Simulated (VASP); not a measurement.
# CeC (CsCl type) (Pm-3m) in VASP: further runs, part 2 of 2

VASP 6.6.1. The steps go on from the part before.

**4. Relaxation of cell and atoms, PBE, collinear spin, ferromagnetic start**

This run uses another cell than the first one, of 19.21 Å³/atom.

The input, INCAR:

```
PREC = Accurate
ENCUT = 600
EDIFF = 1E-7
ISMEAR = -1
SIGMA = 0.05
LREAL = F
LASPH = T
NELM = 150
ALGO = Normal
ISIF = 3
LWAVE = F
LCHARG = F
ISPIN = 2
MAGMOM = 1 0
LORBIT = 11
LMAXMIX = 6
GGA = PE
IBRION = 2
NSW = 100
EDIFFG = -0.005
```

The input, KPOINTS:

```
regular mesh
0
Gamma
  12 12 12
```

The input, POSCAR:

```
CeC
1.0
    3.3740284052      0.0000000000      0.0000000000
    0.0000000000      3.3740284052      0.0000000000
    0.0000000000      0.0000000000      3.3740284052
Ce C
1 1
Direct
    0.0000000000      0.0000000000      0.0000000000
    0.5000000000      0.5000000000      0.5000000000
```

Potentials or basis: VASP PAW PBE potentials, release 64 (Ce, C).

Command:

```console
> cat potpaw_PBE.64/Ce/POTCAR potpaw_PBE.64/C/POTCAR > POTCAR
> mpirun -np 1 vasp_std > vasp.out
```

OUTCAR:

```text
PREC = Accurate
   ENCUT = 600
   EDIFF = 1E-7
   ISMEAR = -1
   LREAL = F
   LASPH = T
   NELM = 150
   ISIF = 3
   ISPIN = 2
   LORBIT = 11
   GGA = PE
   IBRION = 2
   NSW = 100
   EDIFFG = -0.005

 ion  position               nearest neighbor table
   1  0.000  0.000  0.000-
   2  0.500  0.500  0.500-

  LATTYP: Found a simple cubic cell.
 ALAT       =     3.3740284052

  Lattice vectors:

 A1 = (   3.3740284052,   0.0000000000,   0.0000000000)
 A2 = (   0.0000000000,   3.3740284052,   0.0000000000)
 A3 = (   0.0000000000,   0.0000000000,   3.3740284052)

Analysis of symmetry for initial positions (statically):
=====================================================================
 Subroutine PRICEL returns:
 Original cell was already a primitive cell.

 Routine SETGRP: Setting up the symmetry group for a
 simple cubic supercell.

 Subroutine GETGRP returns: Found 48 space group operations
 (whereof 48 operations were pure point group operations)
 out of a pool of 48 trial point group operations.

The static configuration has the point symmetry O_h .

Analysis of symmetry for dynamics (positions and initial velocities):
=====================================================================
 Subroutine PRICEL returns:
 Original cell was already a primitive cell.

 Routine SETGRP: Setting up the symmetry group for a
 simple cubic supercell.

 Subroutine GETGRP returns: Found 48 space group operations
 (whereof 48 operations were pure point group operations)
 out of a pool of 48 trial point group operations.

The dynamic configuration has the point symmetry O_h .

Analysis of structural, dynamic, and magnetic symmetry:
=====================================================================
 Subroutine PRICEL returns:
 Original cell was already a primitive cell.

 Routine SETGRP: Setting up the symmetry group for a
 simple cubic supercell.

 Subroutine GETGRP returns: Found 48 space group operations
 (whereof 48 operations were pure point group operations)
 out of a pool of 48 trial point group operations.

The overall configuration has the point symmetry O_h .

 Subroutine INISYM returns: Found 48 space group operations
 (whereof 48 operations are pure point group operations),
 and found     1 'primitive' translations

----------------------------------------------------------------------------------------

                                     Primitive cell

  volume of cell :      38.4102

  direct lattice vectors                    reciprocal lattice vectors
     3.374028405  0.000000000  0.000000000     0.296381619  0.000000000  0.000000000
     0.000000000  3.374028405  0.000000000     0.000000000  0.296381619  0.000000000
     0.000000000  0.000000000  3.374028405     0.000000000  0.000000000  0.296381619

  length of vectors
     3.374028405  3.374028405  3.374028405     0.296381619  0.296381619  0.296381619

  position of ions in fractional coordinates (direct lattice)
     0.000000000  0.000000000  0.000000000
     0.500000000  0.500000000  0.500000000

  ion indices of the primitive-cell ions
   primitive index   ion index
                 1           1
                 2           2

----------------------------------------------------------------------------------------
[... 82 lines left out ...]
   NUPDOWN=      -1.0000    fix difference up-down
   EMIN   =  10.00;   EMAX   =-10.00  energy-range for DOS
   EFERMI =   0.00;   METHOD = LEGACY
   ISMEAR =    -1;   SIGMA  =   0.05  broadening in eV -4-tet -1-fermi 0-gaus
   EFERMI_NEDOS =   21; number of points for ismear=-14 and -15
   IALGO  =     38    algorithm
   IMIX   =      4    mixing-type and parameters
     AMIX     =   0.40;   BMIX     =  1.00
     AMIX_MAG =   1.60;   BMIX_MAG =  1.00
  volume/ion in A,a.u.               =      19.21       129.60
  Fermi-wavevector in a.u.,A,eV,Ry     =   1.222642  2.310459 20.338727  1.494854
  Thomas-Fermi vector in A             =   2.357782
   LORBIT       =     11    0 simple, 1 ext, 2 COOP (PROOUT), +10 PAW based schemes
   GGA     = PE    functional components
   LHFCALC =     F    Hartree Fock is set to
   AEXX    =    0.0000 exact exchange contribution
   IVDW    =     0    specifies the selected vdW correction
   LEPSILON=     F    determine dielectric tensor
   LRPA    =     F    only Hartree local field effects (RPA)
 conjugate gradient relaxation of ions
 spin polarized calculation
  energy-cutoff  :      600.00
  volume of cell :       38.41
 maximum number of plane-waves:      1328
 NGX is ok and might be reduce to    28
   NGX = 13   NGY = 13   NGZ = 13

--------------------------------------- Ionic step        1  -------------------------------------------

 number of electron      15.9999999 magnetization      -0.0002295

 number of electron      15.9999999 magnetization       0.0001041

 Free energy of the ion-electron system (eV)
  ---------------------------------------------------
  ext. energy  EPLUGINS =         0.00000000
  ---------------------------------------------------
  free energy    TOTEN  =       -13.92957584 eV

  energy without entropy =      -13.90410214  energy(sigma->0) =      -13.91683899

------------------------ aborting loop because EDIFF is reached ----------------------------------------

  FORCE on cell =-STRESS in cart. coord.  units (eV):
  Direction    XX          YY          ZZ          XY          YZ          ZX
  --------------------------------------------------------------------------------------
  -------------------------------------------------------------------------------------
  Total       -4.5306198     -4.5306198     -4.5306198     -0.0000000     -0.0000000     -0.0000000
  in kB     -188.9826770   -188.9826770   -188.9826770     -0.0000000     -0.0000000     -0.0000000
  external PRESSURE =    -188.9826770 kB  Pullay stress =       0.0000000 kB
[... 25 lines left out ...]
 number of electron      16.0000000 magnetization      -0.0000147

 number of electron      16.0000000 magnetization       0.0000137

 E-fermi :  10.5625     XC(G=0): -12.6840

 val. band max:       10.5435487118   @ k =   0.2500   0.0833   0.0000
 cond. band min:      10.5954723232   @ k =   0.5000   0.1667   0.1667
 fundamental gap:      0.0519236114
 Fermi energy:        10.5624804511

 spin component 1

 k-point     1 :       0.0000    0.0000    0.0000
  band No.  band energies     occupation
      1     -23.9860      1.00000
      2      -4.9798      1.00000
      3      -4.9798      1.00000
      4      -4.9798      1.00000
      5       0.5405      1.00000
      6       9.2545      1.00000
      7       9.2545      1.00000
      8      10.8968      0.00125
      9      10.8968      0.00125
     10      10.8968      0.00125
     11      11.6326      0.00000
     12      11.6326      0.00000
[... 824 lines left out ...]
  FREE ENERGIE OF THE ION-ELECTRON SYSTEM (eV)
  ---------------------------------------------------
  free  energy   TOTEN  =       -14.5516818549 eV

  energy  without entropy=      -14.5328875051  energy(sigma->0) =      -14.54228468

[... ionic steps 4 to 9 ...]

--------------------------------------- Ionic step       10  -------------------------------------------

 number of electron      16.0000000 magnetization      -0.0000004

 number of electron      16.0000000 magnetization       0.0000007
[... 73 lines left out ...]
 number of electron      16.0000000 magnetization      -0.0000003

 number of electron      16.0000000 magnetization       0.0000005

 Free energy of the ion-electron system (eV)
  ---------------------------------------------------
  ext. energy  EPLUGINS =         0.00000000
  ---------------------------------------------------
  free energy    TOTEN  =       -14.55167792 eV

  energy without entropy =      -14.53289654  energy(sigma->0) =      -14.54228723

 E-fermi :   9.4503     XC(G=0): -12.1684

 val. band max:        9.4497458653   @ k =   0.3333   0.0833   0.0000
 cond. band min:       9.4525718678   @ k =   0.2500   0.0833   0.0833
 fundamental gap:      0.0028260025
 Fermi energy:         9.4503232186

 spin component 1

 k-point     1 :       0.0000    0.0000    0.0000
  band No.  band energies     occupation
      1     -25.0587      1.00000
      2      -6.4231      1.00000
      3      -6.4231      1.00000
      4      -6.4231      1.00000
      5      -0.4379      1.00000
      6       8.3893      1.00000
      7       8.3893      1.00000
      8       9.6526      0.01720
      9       9.6526      0.01720
     10       9.6526      0.01720
     11      10.3383      0.00000
     12      10.3383      0.00000
[... 786 lines left out ...]
  FREE ENERGIE OF THE ION-ELECTRON SYSTEM (eV)
  ---------------------------------------------------
  free  energy   TOTEN  =       -14.5516779224 eV

  energy  without entropy=      -14.5328965414  energy(sigma->0) =      -14.54228723

 reached required accuracy - stopping structural energy minimisation

 total charge

# of ion       s       p       d       f       tot
--------------------------------------------------
    1        2.057   5.683   1.038   1.107   9.886
    2        0.896   1.355   0.000   0.000   2.251
--------------------------------------------------
tot          2.953   7.038   1.038   1.107  12.137

 magnetization (x)

# of ion       s       p       d       f       tot
--------------------------------------------------
    1        0.000  -0.000  -0.000  -0.000   0.000
    2       -0.000   0.000   0.000   0.000   0.000
--------------------------------------------------
tot          0.000   0.000  -0.000  -0.000   0.000
```

CONTCAR:

```text
CeC
   1.00000000000000
     3.1036143930101261   -0.0000000000000000   -0.0000000000000000
    -0.0000000000000000    3.1036143930101261   -0.0000000000000000
     0.0000000000000000   -0.0000000000000000    3.1036143930101261
  Ce              C
     1     1
Direct
     0.0000000000000000    0.0000000000000000    0.0000000000000000
     0.5000000000000000    0.5000000000000000    0.5000000000000000

  0.00000000E+00  0.00000000E+00  0.00000000E+00
  0.00000000E+00  0.00000000E+00  0.00000000E+00
```

Run time: 24 min. Hardware: 1 thread of Intel Xeon Platinum 8259CL at 2.50GHz (Skylake/Cascade Lake), shared host; peak memory 0.28 GiB.

What came out:

```
Free energy                                           : -14.5517 eV
Relaxed volume                                        : 14.95 Å³/atom
Relaxed cell                                          : a = 3.104 Å, b = 3.104 Å, c = 3.104 Å, α = 90.00°, β = 90.00°, γ = 90.00°
Space group after relaxing (to 0.1 Å)                 : Pm-3m (No. 221)
Energy gained by relaxing                             : 311.1 meV/atom
Ionic steps                                           : 12
Pressure after relaxing                               : 0.0 GPa
Band gap on the k mesh                                : zero (filled and empty bands overlap)
Net moment                                            : 0.00 μB per cell
Valence electrons inside the program's atomic spheres : Ce 9.89; C 2.25
```

Step by step:
```
step  energy change (eV)  largest force (eV/Å)  pressure (GPa)  volume (Å³)
   1              0.0000                0.0000          -18.90        38.41
   2             -0.5038                0.0000           14.84        27.14
   3             -0.6221                0.0000           -0.08        29.92
   4             -0.6218                0.0000            1.74        29.76
   5             -0.6187                0.0000           -2.14        30.43
   6             -0.6221                0.0000           -0.07        29.95
   7             -0.6221                0.0000           -0.20        29.94
   8             -0.6221                0.0000            1.00        29.85
   9             -0.6221                0.0000           -0.09        29.93
  10             -0.6221                0.0000           -0.08        29.91
  11             -0.6221                0.0000            0.06        29.88
  12             -0.6221                0.0000            0.01        29.90
```

Final structure:
```cif
data_structure
_symmetry_space_group_name_H-M 'P 1'
_symmetry_Int_Tables_number 1
_cell_length_a 3.1036
_cell_length_b 3.1036
_cell_length_c 3.1036
_cell_angle_alpha 90.000
_cell_angle_beta 90.000
_cell_angle_gamma 90.000
_cell_volume 29.90
loop_
_atom_site_label
_atom_site_type_symbol
_atom_site_fract_x
_atom_site_fract_y
_atom_site_fract_z
_atom_site_occupancy
Ce1 Ce 0.00000 0.00000 0.00000 1
C1 C 0.50000 0.50000 0.50000 1
```

Caveat: the magnetic or orbital state may not be the lowest; the volume moved by over 15 % at a fixed basis, so the end points are rough; the moments typed at the start vanished in this run; spin-orbit coupling is left out, which moves the levels of the heavy elements; semilocal functionals describe open f shells poorly, which spoils levels, moments and volumes.
